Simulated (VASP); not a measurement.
# In2As2H in VASP: single point with PBEsol

Aim: the single point of In2As2H with PBEsol.

Everything below comes from runs of VASP 6.6.1. Logs are shortened: lines on timing, memory, paths and dates and some standing lists are left out, and cuts for length are marked.

**1. The cell of the first run**

The cell holds a slab with vacuum, 10 atoms: a = 4.304 Å, b = 6.087 Å, c = 25.457 Å, α = 90.00°, β = 90.00°, γ = 90.00°.

**2. Single point, PBEsol**

The input, INCAR:

```
PREC     = Accurate       # precision mode
ENCUT    = 520            # plane-wave cutoff, eV
EDIFF    = 1E-7           # SCF threshold, eV
ISMEAR   = 0              # smearing method
SIGMA    = 0.1            # smearing width, eV
LREAL    = F              # projectors in reciprocal space
LASPH    = T              # aspherical terms in the spheres
NELM     = 100            # most SCF steps
ALGO     = Normal         # electronic algorithm
ISIF     = 2              # what is computed and relaxed
LWAVE    = F              # write WAVECAR
LCHARG   = F              # write CHGCAR
LDIPOL   = T            
IDIPOL   = 3            
DIPOL    = 0.5 0.5 0.515
GGA      = PS             # functional
NBANDS   = 48             # bands
```

The input, KPOINTS:

```
regular mesh
0
Gamma
  7 5 1
```

The input, POSCAR:

```
In2As2H
1.0
    4.3044884345      0.0000000000      0.0000000000
    0.0000000000      6.0874659231      0.0000000000
    0.0000000000      0.0000000000     25.4567326517
In As H
4 4 2
Direct
    0.5000000000      0.5000000000      0.3338998809
    0.0000000000      0.0000000000      0.4184450677
    0.4999371184      0.5057479640      0.5075659715
   -0.0000875083     -0.0620720856      0.5701500944
    0.0000000000      0.2500000000      0.3338998809
    0.5000000000      0.7500000000      0.4184450677
   -0.0000611581      0.2577783034      0.5029388118
    0.4999162528      0.7241800035      0.5973764201
    0.5069756567      0.6370441959      0.7186365059
    0.5095259251      0.6291132774      0.7484596568
```

Potentials or basis: VASP PAW PBE potentials, release 64 (In_d, As, H).

Run with:

```console
cat potpaw_PBE.64/In_d/POTCAR potpaw_PBE.64/As/POTCAR potpaw_PBE.64/H/POTCAR > POTCAR
mpirun -np 1 vasp_std > vasp.out
```

OUTCAR:

```text
PREC = Accurate
   ENCUT = 520
   EDIFF = 1E-7
   ISMEAR = 0
   LREAL = F
   LASPH = T
   NELM = 100
   ISIF = 2
   GGA = PS

 ion  position               nearest neighbor table
   1  0.500  0.500  0.334-   5 2.64   5 2.64   6 2.64
   2  0.000  0.000  0.418-   6 2.64   6 2.64   5 2.64   7 2.66   4 3.88
   3  0.500  0.506  0.508-   7 2.63   7 2.63   8 2.64   6 2.71   4 3.75   4 3.75
   4  1.000  0.938  0.570-   7 2.59   8 2.61   8 2.61   3 3.75   3 3.75   2 3.88
   5  0.000  0.250  0.334-   1 2.64   1 2.64   2 2.64
   6  0.500  0.750  0.418-   2 2.64   2 2.64   1 2.64   3 2.71
   7  1.000  0.258  0.503-   4 2.59   3 2.63   3 2.63   2 2.66
   8  0.500  0.724  0.597-   4 2.61   4 2.61   3 2.64
   9  0.507  0.637  0.719-  10 0.76
  10  0.510  0.629  0.748-   9 0.76

  LATTYP: Found a simple orthorhombic cell.
 ALAT       =     4.3044884345
 B/A-ratio  =     1.4142135624
 C/A-ratio  =     5.9139972238

  Lattice vectors:

 A1 = (   4.3044884345,   0.0000000000,   0.0000000000)
 A2 = (   0.0000000000,   6.0874659231,   0.0000000000)
 A3 = (   0.0000000000,   0.0000000000,  25.4567326517)

Analysis of symmetry for initial positions (statically):
=====================================================================
 Subroutine PRICEL returns:
 Original cell was already a primitive cell.

 Routine SETGRP: Setting up the symmetry group for a
 simple orthorhombic supercell.

 Subroutine GETGRP returns: Found  1 space group operations
 (whereof  1 operations were pure point group operations)
 out of a pool of  8 trial point group operations.

The static configuration has the point symmetry C_1 .

Analysis of symmetry for dynamics (positions and initial velocities):
=====================================================================
 Subroutine PRICEL returns:
 Original cell was already a primitive cell.

 Routine SETGRP: Setting up the symmetry group for a
 simple orthorhombic supercell.

 Subroutine GETGRP returns: Found  1 space group operations
 (whereof  1 operations were pure point group operations)
 out of a pool of  8 trial point group operations.

The dynamic configuration has the point symmetry C_1 .

 Subroutine INISYM returns: Found  1 space group operations
 (whereof  1 operations are pure point group operations),
 and found     1 'primitive' translations

----------------------------------------------------------------------------------------

                                     Primitive cell

  volume of cell :     667.0536

  direct lattice vectors                    reciprocal lattice vectors
     4.304488434  0.000000000  0.000000000     0.232315643  0.000000000  0.000000000
     0.000000000  6.087465923  0.000000000     0.000000000  0.164271967  0.000000000
     0.000000000  0.000000000 25.456732652     0.000000000  0.000000000  0.039282339

  length of vectors
     4.304488434  6.087465923 25.456732652     0.232315643  0.164271967  0.039282339

  position of ions in fractional coordinates (direct lattice)
     0.500000000  0.500000000  0.333899881
     0.000000000  0.000000000  0.418445068
     0.499937118  0.505747964  0.507565972
     0.999912492  0.937927914  0.570150094
     0.000000000  0.250000000  0.333899881
     0.500000000  0.750000000  0.418445068
     0.999938842  0.257778303  0.502938812
     0.499916253  0.724180004  0.597376420
     0.506975657  0.637044196  0.718636506
     0.509525925  0.629113277  0.748459657

  ion indices of the primitive-cell ions
   primitive index   ion index
                 1           1
                 2           2
                 3           3
                 4           4
                 5           5
                 6           6
                 7           7
                 8           8
                 9           9
                10          10

----------------------------------------------------------------------------------------

 KPOINTS: regular mesh

Automatic generation of k-mesh.
 Grid dimensions read from file:
 generate k-points for:    7    5    1

 Generating k-lattice:

  Cartesian coordinates                     Fractional coordinates (reciprocal lattice)
     0.033187949  0.000000000  0.000000000     0.142857143  0.000000000  0.000000000
     0.000000000  0.032854393  0.000000000     0.000000000  0.200000000  0.000000000
     0.000000000  0.000000000  0.039282339     0.000000000  0.000000000  1.000000000

  Length of vectors
     0.033187949  0.032854393  0.039282339

  Shift w.r.t. Gamma in fractional coordinates (k-lattice)
     0.000000000  0.000000000  0.000000000

 Subroutine IBZKPT returns following result:
 ===========================================

 Found     18 irreducible k-points:

 Following reciprocal coordinates:
            Coordinates               Weight
  0.000000  0.000000  0.000000      1.000000
  0.142857  0.000000  0.000000      2.000000
  0.285714  0.000000  0.000000      2.000000
  0.428571  0.000000  0.000000      2.000000
  0.000000  0.200000  0.000000      2.000000
  0.142857  0.200000  0.000000      2.000000
[... 10 lines left out ...]
  0.428571  0.400000  0.000000      2.000000
  0.428571 -0.400000  0.000000      2.000000
   k-points           NKPTS =     18   k-points in BZ     NKDIM =     18   number of bands    NBANDS=     48
   number of dos      NEDOS =    301   number of ions     NIONS =     10
   total plane-waves  NPLWV = 294912
   dimension x,y,z NGX =    32 NGY =   48 NGZ =  192
   dimension x,y,z NGXF=    64 NGYF=   96 NGZF=  384
   ions per type =               4   4   2
   NGX,Y,Z   is equivalent  to a cutoff of  12.36, 13.11, 12.54 a.u.
   NGXF,Y,Z  is equivalent  to a cutoff of  24.72, 26.22, 25.08 a.u.
 SYSTEM =  unknown system
   PREC   = accura    normal or accurate (medium, high low for compatibility)
   ISTART =      0    job   : 0-new  1-cont  2-samecut
   ICHARG =      2    charge: 1-file 2-atom 10-const
   ISPIN  =      1    spin polarized calculation?
   LNONCOLLINEAR =      F non collinear calculations
   LSORBIT =      F    spin-orbit coupling
   LASPH  =      T    aspherical Exc in radial PAW
   ENCUT  =  520.0 eV  38.22 Ry    6.18 a.u.   8.00 11.32 47.33*2*pi/ulx,y,z
   NELM   =    100;   NELMIN=  2; NELMDL= -5     # of ELM steps
   EDIFF  = 0.1E-06   stopping-criterion for ELM
   LREAL  =      F    real-space projection
   EDIFFG = 0.1E-05   stopping-criterion for IOM
   NSW    =      0    number of steps for IOM
   IBRION =     -1    ionic relax: 0-MD 1-quasi-New 2-CG
   NFREE  =      0    steps in history (QN), initial steepest desc. (CG)
   ISIF   =      2    stress and relaxation
   ISYM   =      2    0-nonsym 1-usesym 2-fastsym
   POTIM  = 0.5000    time-step for ionic-motion
   TEBEG  =    0.0;   TEEND  =   0.0 temperature during run
   PSTRESS=    0.0 pullay stress
   NELECT =      74.0000    total number of electrons
   NUPDOWN=      -1.0000    fix difference up-down
   EMIN   =  10.00;   EMAX   =-10.00  energy-range for DOS
   EFERMI =   0.00;   METHOD = LEGACY
   ISMEAR =     0;   SIGMA  =   0.10  broadening in eV -4-tet -1-fermi 0-gaus
   EFERMI_NEDOS =   21; number of points for ismear=-14 and -15
   IALGO  =     38    algorithm
   IMIX   =      4    mixing-type and parameters
     AMIX     =   0.40;   BMIX     =  1.00
     AMIX_MAG =   1.60;   BMIX_MAG =  1.00
  volume/ion in A,a.u.               =      66.71       450.15
  Fermi-wavevector in a.u.,A,eV,Ry     =   0.786620  1.486497  8.418897  0.618772
  Thomas-Fermi vector in A             =   1.891196
   LORBIT       =      0    0 simple, 1 ext, 2 COOP (PROOUT), +10 PAW based schemes
   GGA     = PS    functional components
   LHFCALC =     F    Hartree Fock is set to
   AEXX    =    0.0000 exact exchange contribution
   IVDW    =     0    specifies the selected vdW correction
   LEPSILON=     F    determine dielectric tensor
   LRPA    =     F    only Hartree local field effects (RPA)
 non-spin polarized calculation
 Gauss-broadening in eV      SIGMA  =   0.10
  energy-cutoff  :      520.00
  volume of cell :      667.05
 maximum number of plane-waves:     18038
   NGX = 17   NGY = 23   NGZ = 95

 dipolmoment           0.000000      0.000000     -0.000043 electrons x Angstroem

 number of electron      74.0000015 magnetization

 dipolmoment           0.000000      0.000000      0.033374 electrons x Angstroem

 Free energy of the ion-electron system (eV)
  ---------------------------------------------------
  ext. energy  EPLUGINS =         0.00000000
  ---------------------------------------------------
  free energy    TOTEN  =       -38.07065924 eV

  energy without entropy =      -38.07065345  energy(sigma->0) =      -38.07065634

 E-fermi :  -1.5167     XC(G=0):  -3.8965

 val. band max:       -1.7693053268   @ k =   0.0000   0.0000   0.0000
 cond. band min:      -1.2650488894   @ k =   0.0000   0.0000   0.0000
 fundamental gap:      0.5042564375
 Fermi energy:        -1.5166685918

 k-point     1 :       0.0000    0.0000    0.0000
  band No.  band energies     occupation
      1     -16.2139      2.00000
      2     -16.1788      2.00000
      3     -16.1483      2.00000
      4     -16.1280      2.00000
      5     -16.0814      2.00000
      6     -16.0645      2.00000
[... 40 lines left out ...]
     47       2.6156      0.00000
     48       2.8451      0.00000

 k-point     2 :       0.1429    0.0000    0.0000
  band No.  band energies     occupation
      1     -16.2147      2.00000
      2     -16.1747      2.00000
      3     -16.1513      2.00000
      4     -16.1274      2.00000
      5     -16.0823      2.00000
      6     -16.0743      2.00000
[... 808 lines left out ...]
 k-point    18 :       0.4286   -0.4000    0.0000
  band No.  band energies     occupation
      1     -16.2090      2.00000
      2     -16.1628      2.00000
      3     -16.1507      2.00000
      4     -16.1429      2.00000
      5     -16.1030      2.00000
      6     -16.0909      2.00000
[... 40 lines left out ...]
     47       3.3335      0.00000
     48       3.6313      0.00000

------------------------ aborting loop because EDIFF is reached ----------------------------------------

 vacuum level on the upper side and lower side of the slab       (xc-potential included)         0.083        -0.124

  FORCE on cell =-STRESS in cart. coord.  units (eV):
  Direction    XX          YY          ZZ          XY          YZ          ZX
  --------------------------------------------------------------------------------------
  -------------------------------------------------------------------------------------
  Total       -1.6924997     -1.4013148      0.0907833      0.0002554      1.4657403      0.0007083
  in kB       -4.0651674     -3.3657786      0.2180498      0.0006134      3.5205204      0.0017013
  external PRESSURE =      -2.4042987 kB  Pullay stress =       0.0000000 kB

 VOLUME and BASIS-vectors are now :
 -----------------------------------------------------------------------------
  energy-cutoff  :      520.00
  volume of cell :      667.05
      direct lattice vectors                 reciprocal lattice vectors
     4.304488434  0.000000000  0.000000000     0.232315643  0.000000000  0.000000000
     0.000000000  6.087465923  0.000000000     0.000000000  0.164271967  0.000000000
     0.000000000  0.000000000 25.456732652     0.000000000  0.000000000  0.039282339

 POSITION                                       TOTAL-FORCE (eV/Angst)
 -----------------------------------------------------------------------------------
      2.15224      3.04373      8.50000        -0.000013     -0.860554      1.071523
      0.00000      0.00000     10.65224        -0.000001      0.355147      0.125848
      2.15197      3.07872     12.92097         0.000029     -0.000384     -0.003534
      4.30411      5.70960     14.51416         0.000124      0.004312      0.000808
      0.00000      1.52187      8.50000        -0.000013      0.173866     -1.116783
      2.15224      4.56560     10.65224        -0.000136      0.329906     -0.098038
      4.30423      1.56922     12.80318         0.000039      0.006713      0.000896
      2.15188      4.40842     15.20725        -0.000016     -0.008170      0.020762
      2.18227      3.87798     18.29414         0.000071     -0.001660      0.002478
      2.19325      3.82971     19.05334        -0.000084      0.000824     -0.003959
 -----------------------------------------------------------------------------------
    total drift:                               -0.000072      0.000144      0.000891

  FREE ENERGIE OF THE ION-ELECTRON SYSTEM (eV)
  ---------------------------------------------------
  free  energy   TOTEN  =       -38.0706592401 eV

  energy  without entropy=      -38.0706534454  energy(sigma->0) =      -38.07065634

 vacuum level on the upper side and lower side of the slab         3.126         2.909
```

Run time: 38 min. Hardware: 1 thread of Intel Xeon 8259CL, shared host; peak memory 0.91 GiB.

Results:

| Property | Result |
| --- | --- |
| Free energy | -38.0707 eV |
| Largest force | 1.374 eV/Å |
| Band gap on the k mesh | 0.50 eV |

Forces on the atoms (eV/Å):
```
In   0.000 -0.861  1.072
In   0.000  0.355  0.126
In   0.000  0.000 -0.004
In   0.000  0.004  0.001
As   0.000  0.174 -1.117
As   0.000  0.330 -0.098
As   0.000  0.007  0.001
As   0.000 -0.008  0.021
H    0.000 -0.002  0.002
H    0.000  0.001 -0.004
```

Caveat: the PAW data sets were made with another functional, which shifts forces and pressure a little; spin-orbit coupling is left out, which moves the levels of the heavy elements.
